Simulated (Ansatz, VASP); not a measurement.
Two plane-wave programs on MgS

Contents of POSCAR:

```
MgS
1.0
    4.0405200759      0.0000000000      0.0000000000
   -2.0202600379      3.4991930302      0.0000000000
    0.0000000000      0.0000000000     13.0800279451
Mg S
4 4
Direct
    0.0000000000      0.0000000000      0.0948572732
    0.0000000000      0.0000000000      0.5948572732
    0.3333333333      0.6666666667      0.3439525086
    0.6666666667      0.3333333333      0.8439525086
    0.0000000000      0.0000000000      0.4057262008
    0.0000000000      0.0000000000      0.9057262008
    0.3333333333      0.6666666667      0.1554640174
    0.6666666667      0.3333333333      0.6554640174
```

Contents of INCAR.step1:

```
SYSTEM = MgS
PREC = Accurate
ENCUT = 520
ISMEAR = 0
SIGMA = 0.02
LREAL = .FALSE.
LASPH = .TRUE.
NELM = 80
NBANDS = 26
GGA = PE
ALGO = Normal
EDIFF = 1E-4
LWAVE = .TRUE.
LCHARG = .FALSE.
```

The input INCAR.step2:

```
SYSTEM = MgS
PREC = Accurate
ENCUT = 520
EDIFF = 1E-7
ISMEAR = 0
SIGMA = 0.02
LREAL = .FALSE.
LASPH = .TRUE.
NELM = 80
ALGO = Normal
ISIF = 2
LWAVE = .FALSE.
LCHARG = .FALSE.
METAGGA = R2SCAN
LMIXTAU = .TRUE.
NBANDS = 26
ISTART = 1
```

The input KPOINTS:

```
Automatic mesh
0
G
  6 6 2
  0 0 0
```

Input for Ansatz:

```yaml
crystal:
  lattice:
    - [4.0405200759, 0.0, 0.0]
    - [-2.0202600379, 3.4991930302, 0.0]
    - [0.0, 0.0, 13.0800279451]
  atoms:
    - { symbol: Mg, position: [0.0, 0.0, 0.0948572732] }
    - { symbol: Mg, position: [0.0, 0.0, 0.5948572732] }
    - { symbol: Mg, position: [0.3333333333, 0.6666666667, 0.3439525086] }
    - { symbol: Mg, position: [0.6666666667, 0.3333333333, 0.8439525086] }
    - { symbol: S, position: [0.0, 0.0, 0.4057262008] }
    - { symbol: S, position: [0.0, 0.0, 0.9057262008] }
    - { symbol: S, position: [0.3333333333, 0.6666666667, 0.1554640174] }
    - { symbol: S, position: [0.6666666667, 0.3333333333, 0.6554640174] }
basis:
  ecutwfc: 500
kpoints:
  mp_grid: { grid: [6, 6, 2] }
  band_path:
    path:
      - [[0.0, 0.0, 0.0], [0.5, 0.0, 0.0], [0.33333333, 0.33333333, 0.0], [0.0, 0.0, 0.0], [0.0, 0.0, 0.5], [0.5, 0.0, 0.5], [0.33333333, 0.33333333, 0.5], [0.0, 0.0, 0.5]]
      - [[0.5, 0.0, 0.5], [0.5, 0.0, 0.0]]
      - [[0.33333333, 0.33333333, 0.5], [0.33333333, 0.33333333, 0.0]]
    npoints: 14
hamiltonian:
  xc: r2scan
scf:
  occupations: { method: gaussian, width: 0.02 }
  n_extra_bands: 20
output:
  forces: true
  stress: true
  eigenvalues: true
  populations: true
  dos: { projected: true, de: 0.02, nscf_kmesh: { grid: [9, 9, 3] } }
  bader: true
  write_density: true
  write_potential: true
  elf: true
  volumetric_format: npy
```

Alike in both runs: task single point; functional r2SCAN; k mesh 6 × 6 × 2; occupations gaussian, width 0.02 eV; no spin polarisation.

|  | VASP | Ansatz |
| --- | --- | --- |
| version | VASP 6.6.1 | Ansatz 0.2.0 |
| potentials or method | VASP PAW PBE potentials, release 64 (Mg, S), cutoff 520 eV | scalar-relativistic, plane waves, PAW |
| valence electrons in the cell | 32 | 64 |

VASP gave:

- gap on the k mesh at the Fermi level (eV): 4.03
- least direct gap on the mesh (eV): 4.03
- pressure (GPa): -1.4

Q: Which values does Ansatz return?

A: gap on the k mesh at the Fermi level (eV): 4.04; least direct gap on the mesh (eV): 4.04; pressure (GPa): -1.1.

VASP's potentials were made for PBE, not for r2SCAN. The functional is the same, so the differences come from potentials, cutoffs and numerics. VASP's potentials hold 32 valence electrons a cell and Ansatz's 64, so a difference there can come from the potentials and not from the codes.
